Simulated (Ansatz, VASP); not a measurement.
# Au in VASP and in Ansatz

```
CELL_PARAMETERS angstrom
0.00000 2.14778 2.09664
2.14778 0.00000 2.09664
2.14778 2.14778 0.00000
ATOMIC_POSITIONS crystal
Au 0.00000 0.00000 0.00000
```

Change from the starting cell: strain +0.050 along x and y, +0.025 along z, atoms carried along.

Alike in both runs: task single point; functional PBEsol; k mesh 20 × 20 × 20; occupations gaussian, width 0.15 eV; no spin polarisation.

|  | VASP | Ansatz |
| --- | --- | --- |
| version | VASP 6.6.1 | Ansatz 0.2.0 |
| potentials or method | VASP PAW PBE potentials, release 64 (Au), cutoff 520 eV | scalar-relativistic, plane waves, PAW |
| valence electrons in the cell | 11 | 19 |

|  | VASP | Ansatz | Ansatz less VASP |
| --- | --- | --- | --- |
| gap on the k mesh at the Fermi level (eV) | none | none | - |
| pressure (GPa) | -15.5 | -15.4 | +0.15 |
| traceless stress, the component that is largest in VASP (GPa) | 0.27 | 0.26 | -0.006 |

VASP's potentials were made for PBE, not for PBEsol. A gap of «none» marks a metal or a gap that the smearing closes. VASP's potentials hold 11 valence electrons a cell and Ansatz's 19, so a difference there can come from the potentials and not from the codes.

Spin-orbit coupling is off throughout.
